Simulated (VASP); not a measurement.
Wanted: the native input for a VASP 6.6.1 run.

```yaml
Task: relaxation of cell and atoms
Functional: PBEsol
Potentials_or_basis: VASP PAW PBE potentials, release 64 (Na_pv, Pb_d, I)
Cutoff: 600 eV
k_mesh: 4 × 4 × 4
Occupations: fermi-dirac, width 0.03 eV
Spin: no spin polarisation
Dipole_correction: no
Further_INCAR_settings: ALGO = Normal; EDIFF = 1e-06; IBRION = 2; EDIFFG = -0.01; NSW = 100; ISIF = 3
```

The structure of NaPbI3 lies in POSCAR:

```
NaPbI3
1.0
    5.8543787400      0.0000000000      0.0000000000
    0.0000000000      5.8543787400      0.0000000000
    0.0000000000      0.0000000000      5.8543787400
Na Pb I
1 1 3
Direct
    0.0000000000      0.0000000000      0.0000000000
    0.5000000000      0.5000000000      0.5000000000
    0.5000000000      0.5000000000      0.0000000000
    0.5000000000      0.0000000000      0.5000000000
    0.0000000000      0.5000000000      0.5000000000
```

These files were run (other wordings do the same):

INCAR

```
SYSTEM = NaPbI3
  PREC = Accurate
  ENCUT = 600
  EDIFF = 1E-6
  ISMEAR = -1
  SIGMA = 0.03
  LREAL = .FALSE.
  LASPH = .TRUE.
  NELM = 80
  ALGO = Normal
  ISIF = 3
  LWAVE = .FALSE.
  LCHARG = .FALSE.
  GGA = PS
  IBRION = 2
  NSW = 100
  EDIFFG = -0.01
```

KPOINTS

```
Automatic mesh
0
G
  4 4 4
  0 0 0
```

Potentials or basis: VASP PAW PBE potentials, release 64 (Na_pv, Pb_d, I).

Command:

```bash
$ cat potpaw_PBE.64/Na_pv/POTCAR potpaw_PBE.64/Pb_d/POTCAR potpaw_PBE.64/I/POTCAR > POTCAR
$ mpirun -np 1 vasp_std > vasp.out
```

Results of the run:

```
Relaxed volume                         : 48.35 Å³/atom
Relaxed cell                           : a = 6.230 Å, b = 6.230 Å, c = 6.230 Å, α = 90.00°, β = 90.00°, γ = 90.00°
Space group after relaxing (to 0.05 Å) : Pm-3m (No. 221)
Energy gained by relaxing              : 106.2 meV/atom
Ionic steps                            : 3
Pressure after relaxing                : 0.0 GPa
Band gap on the k mesh                 : 1.16 eV, direct
```

Caveat: the volume moved by over 15 % at a fixed basis, so the end points are rough; the PAW data sets were made with another functional, which shifts forces and pressure a little; spin-orbit coupling is left out, which moves the levels of the heavy elements.

Wall time 99 s on 1 thread of Intel(R) Xeon(R) Platinum 8375C CPU @ 2.90GHz (Ice Lake), on a shared host, peak memory 0.37 GiB.
